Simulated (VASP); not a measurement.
# NaCrH8N2F6 (P1) in VASP: further runs, part 2 of 2

VASP 6.6.1. The steps go on from the part before.

## 4. Single point, LDA, collinear spin, ferromagnetic start

INCAR reads:

```
SYSTEM = NaCrH8N2F6
  PREC = Accurate
  ENCUT = 520
  EDIFF = 1E-6
  ISMEAR = -1
  SIGMA = 0.05
  LREAL = Auto
  LASPH = .TRUE.
  NELM = 150
  ALGO = Normal
  ISIF = 2
  LWAVE = .FALSE.
  LCHARG = .FALSE.
  ISPIN = 2
  MAGMOM = 0 1.5 0 0 0 0 0 0 0 0 0 0 0 0 0 0 0 0
  LORBIT = 11
  LMAXMIX = 4
  GGA = CA
  NBANDS = 58
```

KPOINTS reads:

```
regular mesh
0
G
  2 2 2
  0 0 0
```

POSCAR reads:

```
NaCrH8N2F6
1.0
    0.0000000000      4.3612810000      4.3612810000
    4.3612810000      0.0000000000      4.3612810000
    4.3612810000      4.3612810000      0.0000000000
Na Cr H N F
1 1 8 2 6
Direct
    0.4931349299      0.5560292951      0.4567236094
    0.0121065348     -0.0166694143     -0.0019260396
    0.0961758713      0.2784159058      0.4699651318
    0.2229964086      0.4669155691      0.1889697087
    0.4095929613      0.1160094935      0.3530728701
    0.1728047333      0.1919504843      0.2140770109
    0.5702109082      0.8904149950      0.6797200180
    0.6319702858      0.8411978040      0.9383481596
    0.8748117812      0.8767607499      0.6701700716
    0.8351903947      0.5845300956      0.8037546767
    0.2380607899      0.2607376136      0.2959107657
    0.7301295193      0.7881858564      0.7609461532
    0.8087876016      0.2383817965      0.7855604810
    0.1288726867      0.7559132282      0.8209399945
    0.6817721674      0.9091824168      0.2071409753
    0.3042569374      0.0974140396      0.7609576177
    0.2230766603      0.7358617801      0.2091128730
    0.8617422267      0.1919160907      0.2151432114
```

Potentials or basis: VASP PAW LDA potentials, release 64 (Na_pv, Cr_pv, H, N, F).

The run is started by

```bash
> cat potpaw_LDA.64/Na_pv/POTCAR potpaw_LDA.64/Cr_pv/POTCAR potpaw_LDA.64/H/POTCAR potpaw_LDA.64/N/POTCAR potpaw_LDA.64/F/POTCAR > POTCAR
> mpirun -np 1 vasp_std > vasp.out
```

OUTCAR:

```text
SYSTEM = NaCrH8N2F6
   PREC = Accurate
   ENCUT = 520
   EDIFF = 1E-6
   ISMEAR = -1
   LREAL = Auto
   LASPH = .TRUE.
   NELM = 150
   ISIF = 2
   ISPIN = 2
   LORBIT = 11
   GGA = CA

 ion  position               nearest neighbor table
   1  0.493  0.556  0.457-  17 2.31
   2  0.012  0.983  0.998-  13 1.84  14 1.85  17 1.85  16 1.87  18 1.90  15 1.93
   3  0.096  0.278  0.470-  11 1.01
   4  0.223  0.467  0.189-  11 1.08
   5  0.410  0.116  0.353-  11 1.07
   6  0.173  0.192  0.214-  11 1.09
   7  0.570  0.890  0.680-  12 1.09
   8  0.632  0.841  0.938-  12 1.08
   9  0.875  0.877  0.670-  12 1.04
  10  0.835  0.585  0.804-  12 1.05
  11  0.238  0.261  0.296-   3 1.01   5 1.07   4 1.08   6 1.09
  12  0.730  0.788  0.761-   9 1.04  10 1.05   8 1.08   7 1.09
  13  0.809  0.238  0.786-   2 1.84
  14  0.129  0.756  0.821-   2 1.85
[... 1119 lines left out ...]
      2.04580      3.32620      2.29230        -0.306184     -1.432749      0.756519
      1.77080      1.68730      1.59080         0.968349      0.748105      0.739370
[... 10 lines left out ...]
      4.12130      1.88490      4.18220        -0.083773      1.146422     -0.262424
      1.77530      4.69660      4.59530         0.351981      0.069706      0.676323
 -----------------------------------------------------------------------------------
    total drift:                               -0.003627      0.002647     -0.006374

  FREE ENERGIE OF THE ION-ELECTRON SYSTEM (eV)
  ---------------------------------------------------
  free  energy   TOTEN  =       -97.8662281931 eV

  energy  without entropy=      -97.8662281888  energy(sigma->0) =      -97.86622819

 total charge

# of ion       s       p       d       tot
------------------------------------------
    1        0.025   5.964   0.000   5.989
    2        0.300   6.396   4.154  10.849
    3        0.628   0.100   0.000   0.728
    4        0.539   0.074   0.000   0.613
    5        0.542   0.077   0.000   0.619
    6        0.538   0.065   0.000   0.603
[... 10 lines left out ...]
   17        1.727   4.357   0.000   6.084
   18        1.726   4.332   0.000   6.058
--------------------------------------------------
tot         17.609  44.619   4.154  66.382

 magnetization (x)

# of ion       s       p       d       tot
------------------------------------------
    1        0.000   0.000   0.000   0.000
    2        0.016   0.018   2.702   2.736
    3        0.000   0.000   0.000   0.000
    4        0.000   0.000   0.000   0.000
    5        0.000   0.000   0.000   0.000
    6        0.000   0.000   0.000   0.000
[... 10 lines left out ...]
   17       -0.000   0.026   0.000   0.026
   18       -0.000   0.019   0.000   0.019
--------------------------------------------------
tot          0.017   0.139   2.702   2.858
```

OSZICAR:

```text
N       E                     dE             d eps       ncg     rms          rms(c)
DAV:   1     0.756315975545E+03    0.75632E+03   -0.40093E+04  1856   0.138E+03
DAV:   2    -0.196020879559E+02   -0.77592E+03   -0.72197E+03  1936   0.379E+02
DAV:   3    -0.105101919932E+03   -0.85500E+02   -0.84051E+02  2154   0.140E+02
DAV:   4    -0.107230015408E+03   -0.21281E+01   -0.21128E+01  2150   0.238E+01
DAV:   5    -0.107279103797E+03   -0.49088E-01   -0.48961E-01  2552   0.345E+00    0.269E+01
DAV:   6    -0.990954169551E+02    0.81837E+01   -0.39797E+01  2220   0.377E+01    0.151E+01
DAV:   7    -0.981253132215E+02    0.97010E+00   -0.67105E+00  2146   0.227E+01    0.111E+01
DAV:   8    -0.979766941252E+02    0.14862E+00   -0.35193E-01  2288   0.409E+00    0.556E+00
DAV:   9    -0.978687984773E+02    0.10790E+00   -0.13830E-01  2380   0.398E+00    0.144E+00
DAV:  10    -0.978656822004E+02    0.31163E-02   -0.33253E-02  2294   0.115E+00    0.415E-01
DAV:  11    -0.978659092638E+02   -0.22706E-03   -0.42095E-03  2294   0.364E-01    0.173E-01
DAV:  12    -0.978661174731E+02   -0.20821E-03   -0.34678E-04  2272   0.116E-01    0.904E-02
DAV:  13    -0.978662027977E+02   -0.85325E-04   -0.99835E-05  2406   0.677E-02    0.386E-02
DAV:  14    -0.978662271222E+02   -0.24324E-04   -0.31413E-05  2334   0.431E-02    0.143E-02
DAV:  15    -0.978662284176E+02   -0.12954E-05   -0.88549E-06  2350   0.203E-02    0.112E-02
DAV:  16    -0.978662281931E+02    0.22447E-06   -0.11103E-06  1414   0.828E-03
   1 F= -.97866228E+02 E0= -.97866228E+02  d E =-.436059E-08  mag=     3.0000
```

stdout:

```text
POSCAR found type information on POSCAR NaCrH N F
 POSCAR found :  5 types and      18 ions
 scaLAPACK will be used
 LDA part: xc-table for (Slater(with rela. corr.)+CA(PZ))
 , standard interpolation
 POSCAR, INCAR and KPOINTS ok, starting setup
 FFT: planning ... GRIDC
 FFT: planning ... GRID_SOFT
 FFT: planning ... GRID
 WAVECAR not read
 entering main loop
```

Wall time 4.8 min (1 thread of Intel Xeon Platinum 8259CL at 2.50GHz (Skylake/Cascade Lake), shared host); peak memory 0.35 GiB.

What came out:

```
Free energy                                           : -97.8662 eV
Pressure                                              : -1.7 GPa
Largest force                                         : 1.890 eV/Å
Band gap on the k mesh                                : 1.88 eV (least direct gap 1.98 eV)
Net moment                                            : 3.00 μB per cell
Site moments                                          : Na +0.00; Cr +2.74; H +0.00; N +0.00; F +0.02, +0.03, +0.01 (each value once) μB
Valence electrons inside the program's atomic spheres : Na 5.99; Cr 10.85; H 0.73, 0.61, 0.62, 0.60, 0.66 (each value once); N 4.00, 3.98; F 6.07, 6.08, 6.09, 6.06 (each value once)
```

Forces on the atoms (eV/Å):
```
Na   0.000  0.164 -0.077
Cr   1.359 -0.648 -0.715
H    1.174  0.093 -1.478
H   -1.057  0.970 -0.147
H   -0.306 -1.433  0.757
H    0.968  0.748  0.739
H   -0.348  1.230  0.246
H   -1.318 -0.150 -0.118
H   -0.370 -0.472  0.000
H    0.259 -0.645 -0.413
N   -0.665 -1.171 -0.088
N    1.353  0.994  0.279
F   -0.083 -1.171  0.842
F   -1.084  0.177  0.145
F   -0.695  0.925 -0.950
F    0.544 -0.827  0.564
F   -0.084  1.146 -0.262
F    0.352  0.070  0.676
```

Caveat: the k points lie up to 0.62 Å⁻¹ apart; a cell with one magnetic atom can't hold antiferromagnetic order, which such compounds often take; forces of over 1 eV/Å act on the atoms, so gaps and moduli don't describe the material at rest.

## 5. Single point, LDA, collinear spin, ferromagnetic start

INCAR reads:

```
SYSTEM = NaCrH8N2F6
PREC = Accurate
ENCUT = 520
EDIFF = 1E-6
ISMEAR = -1
SIGMA = 0.05
LREAL = Auto
LASPH = .TRUE.
NELM = 150
ALGO = Normal
ISIF = 2
LWAVE = .FALSE.
LCHARG = .FALSE.
ISPIN = 2
MAGMOM = 0 1.5 0 0 0 0 0 0 0 0 0 0 0 0 0 0 0 0
LORBIT = 11
LMAXMIX = 4
GGA = CA
NBANDS = 58
```

KPOINTS is that of step 4.

POSCAR reads:

```
NaCrH8N2F6
1.0
    0.0000000000      4.3612810000      4.3612810000
    4.3612810000      0.0000000000      4.3612810000
    4.3612810000      4.3612810000      0.0000000000
Na Cr H N F
1 1 8 2 6
Direct
    0.4629947027      0.5341435234      0.4582942489
   -0.0080824877     -0.0104212501      0.0016852847
    0.0280422197      0.2706314957      0.3992634274
    0.1831915898      0.4869096947      0.2847213926
    0.2849162895      0.1803827820      0.4287731059
    0.2956126881      0.2822450560      0.1071130248
    0.6786652821      0.8651701186      0.8043393673
    0.9768574875      0.6808893992      0.7080373863
    0.8068042394      0.8494064015      0.4923782714
    0.7548126342      0.5474194394      0.7525655880
    0.2184679226      0.3133253739      0.2775331376
    0.7953167888      0.7370540903      0.6940850635
    0.7904787607      0.2797343258      0.7633995608
    0.1792707234      0.7105366520      0.8544622555
    0.7236062065      0.8082602336      0.2780261121
    0.2523685128      0.1665680336      0.7487364378
    0.2211735497      0.7647982324      0.2229390860
    0.8894061171      0.2114860290      0.2004571593
```

Potentials or basis: VASP PAW LDA potentials, release 64 (Na_pv, Cr_pv, H, N, F).

The run is started by

```bash
> cat potpaw_LDA.64/Na_pv/POTCAR potpaw_LDA.64/Cr_pv/POTCAR potpaw_LDA.64/H/POTCAR potpaw_LDA.64/N/POTCAR potpaw_LDA.64/F/POTCAR > POTCAR
> mpirun -np 1 vasp_std > vasp.out
```

OUTCAR:

```text
SYSTEM = NaCrH8N2F6
   PREC = Accurate
   ENCUT = 520
   EDIFF = 1E-6
   ISMEAR = -1
   LREAL = Auto
   LASPH = .TRUE.
   NELM = 150
   ISIF = 2
   ISPIN = 2
   LORBIT = 11
   GGA = CA

 ion  position               nearest neighbor table
   1  0.463  0.534  0.458-  17 2.08
   2  0.992  0.990  0.002-  14 1.91  16 1.94  18 1.95  17 1.96  13 1.97  15 2.00
   3  0.028  0.271  0.399-  11 1.11
   4  0.183  0.487  0.285-  11 1.00
   5  0.285  0.180  0.429-  11 1.00
   6  0.296  0.282  0.107-  11 0.99
   7  0.679  0.865  0.804-  12 1.04
   8  0.977  0.681  0.708-  12 1.03
   9  0.807  0.849  0.492-  12 1.06
  10  0.755  0.547  0.753-  12 1.16
  11  0.218  0.313  0.278-   6 0.99   5 1.00   4 1.00   3 1.11
  12  0.795  0.737  0.694-   8 1.03   7 1.04   9 1.06  10 1.16
  13  0.790  0.280  0.763-   2 1.97
  14  0.179  0.711  0.854-   2 1.91
  15  0.724  0.808  0.278-   2 2.00
  16  0.252  0.167  0.749-   2 1.94
  17  0.221  0.765  0.223-   2 1.96   1 2.08
  18  0.889  0.211  0.200-   2 1.95

  LATTYP: Found a face centered cubic cell.
 ALAT       =     8.7225620000

  Lattice vectors:

 A1 = (   0.0000000000,   4.3612810000,   4.3612810000)
 A2 = (   4.3612810000,   0.0000000000,   4.3612810000)
 A3 = (   4.3612810000,   4.3612810000,   0.0000000000)

Analysis of symmetry for initial positions (statically):
=====================================================================
 Subroutine PRICEL returns:
 Original cell was already a primitive cell.

 Routine SETGRP: Setting up the symmetry group for a
 face centered cubic supercell.

 Subroutine GETGRP returns: Found  1 space group operations
 (whereof  1 operations were pure point group operations)
 out of a pool of 48 trial point group operations.

The static configuration has the point symmetry C_1 .

Analysis of symmetry for dynamics (positions and initial velocities):
=====================================================================
 Subroutine PRICEL returns:
 Original cell was already a primitive cell.

 Routine SETGRP: Setting up the symmetry group for a
 face centered cubic supercell.

 Subroutine GETGRP returns: Found  1 space group operations
 (whereof  1 operations were pure point group operations)
 out of a pool of 48 trial point group operations.

The dynamic configuration has the point symmetry C_1 .

Analysis of structural, dynamic, and magnetic symmetry:
=====================================================================
 Subroutine PRICEL returns:
 Original cell was already a primitive cell.

 Routine SETGRP: Setting up the symmetry group for a
 face centered cubic supercell.

 Subroutine GETGRP returns: Found  1 space group operations
 (whereof  1 operations were pure point group operations)
 out of a pool of 48 trial point group operations.

The overall configuration has the point symmetry C_1 .

 Subroutine INISYM returns: Found  1 space group operations
 (whereof  1 operations are pure point group operations),
 and found     1 'primitive' translations

----------------------------------------------------------------------------------------

                                     Primitive cell

  volume of cell :     165.9099

  direct lattice vectors                    reciprocal lattice vectors
[... 113 lines left out ...]
   NELECT =      79.0000    total number of electrons
   NUPDOWN=      -1.0000    fix difference up-down
   EMIN   =  10.00;   EMAX   =-10.00  energy-range for DOS
   EFERMI =   0.00;   METHOD = LEGACY
   ISMEAR =    -1;   SIGMA  =   0.05  broadening in eV -4-tet -1-fermi 0-gaus
   EFERMI_NEDOS =   21; number of points for ismear=-14 and -15
   IALGO  =     38    algorithm
   IMIX   =      4    mixing-type and parameters
     AMIX     =   0.40;   BMIX     =  1.00
     AMIX_MAG =   1.60;   BMIX_MAG =  1.00
  volume/ion in A,a.u.               =       9.22        62.20
  Fermi-wavevector in a.u.,A,eV,Ry     =   1.278379  2.415787 22.235377  1.634254
  Thomas-Fermi vector in A             =   2.410926
   LORBIT       =     11    0 simple, 1 ext, 2 COOP (PROOUT), +10 PAW based schemes
   GGA     = CA    functional components
   LHFCALC =     F    Hartree Fock is set to
   AEXX    =    0.0000 exact exchange contribution
   IVDW    =     0    specifies the selected vdW correction
   LEPSILON=     F    determine dielectric tensor
   LRPA    =     F    only Hartree local field effects (RPA)
 spin polarized calculation
  energy-cutoff  :      520.00
  volume of cell :      165.91
 maximum number of plane-waves:      4477
 NGX is ok and might be reduce to    48
   NGX = 23   NGY = 23   NGZ = 23

 number of electron      79.0000000 magnetization       3.0000207

 Free energy of the ion-electron system (eV)
  ---------------------------------------------------
  ext. energy  EPLUGINS =         0.00000000
  ---------------------------------------------------
  free energy    TOTEN  =       -97.46268318 eV

  energy without entropy =      -97.46268310  energy(sigma->0) =      -97.46268314

 E-fermi :   1.1925     XC(G=0):  -9.3899

 val. band max:        0.3540862788   @ k =   0.0000   0.5000   0.5000
 cond. band min:       1.9433456087   @ k =   0.5000   0.0000   0.5000
 fundamental gap:      1.5892593299
 Fermi energy:         1.1924720099

 spin component 1

 k-point     1 :       0.0000    0.0000    0.0000
  band No.  band energies     occupation
      1     -43.6118      1.00000
      2     -43.5369      1.00000
      3     -43.5229      1.00000
      4     -22.7254      1.00000
      5     -22.6002      1.00000
      6     -22.4141      1.00000
[... 421 lines left out ...]
     50       7.9037      0.00000
     51       8.4693      0.00000
 Fermi energy:         1.1924720099

 spin component 2

 k-point     1 :       0.0000    0.0000    0.0000
  band No.  band energies     occupation
      1     -40.9574      1.00000
      2     -40.8535      1.00000
      3     -40.8225      1.00000
      4     -22.7139      1.00000
      5     -22.5597      1.00000
      6     -22.4118      1.00000
[... 421 lines left out ...]
     50       8.0174      0.00000
     51       8.5099      0.00000
 [bands above 51 left out]

------------------------ aborting loop because EDIFF is reached ----------------------------------------

  FORCE on cell =-STRESS in cart. coord.  units (eV):
  Direction    XX          YY          ZZ          XY          YZ          ZX
  --------------------------------------------------------------------------------------
  -------------------------------------------------------------------------------------
  Total       -4.3894831     -0.8036804    -10.0775079     -0.8205028     -0.1765639     -1.1864999
  in kB      -42.3888620     -7.7610729    -97.3176307     -7.9235251     -1.7050628    -11.4579275
  external PRESSURE =     -49.1558552 kB  Pullay stress =       0.0000000 kB

 VOLUME and BASIS-vectors are now :
 -----------------------------------------------------------------------------
  energy-cutoff  :      520.00
  volume of cell :      165.91
      direct lattice vectors                 reciprocal lattice vectors
     0.000000000  4.361281000  4.361281000    -0.114645215  0.114645215  0.114645215
     4.361281000  0.000000000  4.361281000     0.114645215 -0.114645215  0.114645215
     4.361281000  4.361281000  0.000000000     0.114645215  0.114645215 -0.114645215

 POSITION                                       TOTAL-FORCE (eV/Angst)
 -----------------------------------------------------------------------------------
      4.32830      4.01800      4.34880        -0.027227      0.731931      0.326498
      4.32318      4.33338      8.64186         0.792862      1.313251      1.005940
      2.92160      1.86360      1.30260        -0.756362     -0.635956      1.926030
      3.36530      2.04070      2.92250         0.869782     -0.912697      1.732423
      2.65670      3.11260      2.02930        -0.800055      2.629877      0.316843
      1.69810      1.75640      2.52020        -1.334139     -0.615513      0.571443
[... 10 lines left out ...]
      4.30780      1.93690      4.30010        -0.261578     -0.695756     -0.314909
      1.79660      4.75320      4.80130        -0.187940     -0.876301     -0.807806
 -----------------------------------------------------------------------------------
    total drift:                               -0.001662      0.000474      0.006681

  FREE ENERGIE OF THE ION-ELECTRON SYSTEM (eV)
  ---------------------------------------------------
  free  energy   TOTEN  =       -97.4626831841 eV

  energy  without entropy=      -97.4626830969  energy(sigma->0) =      -97.46268314

 total charge

# of ion       s       p       d       tot
------------------------------------------
    1        0.035   5.976   0.000   6.010
    2        0.259   6.302   3.984  10.544
    3        0.515   0.059   0.000   0.574
    4        0.622   0.109   0.000   0.731
    5        0.630   0.106   0.000   0.736
    6        0.633   0.099   0.000   0.732
[... 10 lines left out ...]
   17        1.727   4.350   0.000   6.077
   18        1.727   4.317   0.000   6.044
--------------------------------------------------
tot         17.714  44.544   3.984  66.241

 magnetization (x)

# of ion       s       p       d       tot
------------------------------------------
    1       -0.000  -0.000   0.000  -0.000
    2        0.017   0.019   2.740   2.775
    3        0.000  -0.000   0.000   0.000
    4        0.000   0.000   0.000   0.000
    5        0.000   0.000   0.000   0.000
    6        0.000   0.000   0.000   0.000
[... 10 lines left out ...]
   17       -0.000   0.003   0.000   0.002
   18       -0.000   0.015   0.000   0.015
--------------------------------------------------
tot          0.017   0.100   2.740   2.856
```

It took 4.7 min on 1 thread of Intel Xeon Platinum 8259CL at 2.50GHz (Skylake/Cascade Lake), shared host; peak memory 0.34 GiB.

What came out:

```yaml
Free_energy: -97.4627 eV
Pressure: -4.9 GPa
Largest_force: 5.039 eV/Å
Band_gap_on_the_k_mesh: 1.59 eV (least direct gap 1.63 eV)
Net_moment: 3.00 μB per cell
Site_moments: Na -0.00; Cr +2.77; H +0.00; N -0.00, +0.00; F +0.01, +0.03, +0.02, +0.00 (each value once) μB
Valence_electrons_inside_the_program's_atomic_spheres: Na 6.01; Cr 10.54; H 0.57, 0.73, 0.74, 0.67, 0.69, 0.64, 0.53 (each value once); N 4.09, 3.97; F 6.05, 6.08, 6.04 (each value once)
```

Forces on the atoms (eV/Å):
```
Na  -0.027  0.732  0.326
Cr   0.793  1.313  1.006
H   -0.756 -0.636  1.926
H    0.870 -0.913  1.732
H   -0.800  2.630  0.317
H   -1.334 -0.616  0.571
H   -0.284 -0.444 -0.922
H   -0.175  0.421  0.036
H    0.342  0.525 -0.635
H    1.224 -0.067  1.606
N    1.725 -0.218 -4.729
N   -0.499 -0.030 -0.581
F   -0.172  0.244 -0.693
F    0.065 -1.007  0.261
F   -0.366 -0.436  1.161
F   -0.155  0.072 -0.261
F   -0.262 -0.696 -0.315
F   -0.188 -0.876 -0.808
```

Caveat: the k points lie up to 0.62 Å⁻¹ apart; the atoms stand as in a frame of molecular dynamics; a cell with one magnetic atom can't hold antiferromagnetic order, which such compounds often take; forces of over 1 eV/Å act on the atoms, so gaps and moduli don't describe the material at rest.

## 6. Overview

```csv
cell,gap on the mesh (eV),pressure (GPa),moment (μB),largest force (eV/Å)
"as given, atomic positions A",1.85,-0.3,3.00,3.28
"as given, atomic positions B",1.60,-6.9,3.00,5.85
"as given, atomic positions C",1.88,-1.7,3.00,1.89
"as given, atomic positions D",1.59,-4.9,3.00,5.04
```

Alike in all rows: task single point; level LDA; potentials or basis VASP PAW LDA potentials, release 64 (Na_pv, Cr_pv, H, N, F); spin collinear, ferromagnetic start; k mesh 2 × 2 × 2; cutoff (eV) 520; smearing fermi-dirac 0.05 eV.

Caveats: all runs use coarse meshes; a cell with one magnetic atom can't hold antiferromagnetic order, which such compounds often take; forces of over 1 eV/Å act on the atoms, so gaps and moduli don't describe the material at rest; the atoms stand as in a frame of molecular dynamics (at least some runs).

Total energies depend on the potentials used, so only differences within one code and one set of settings carry meaning.
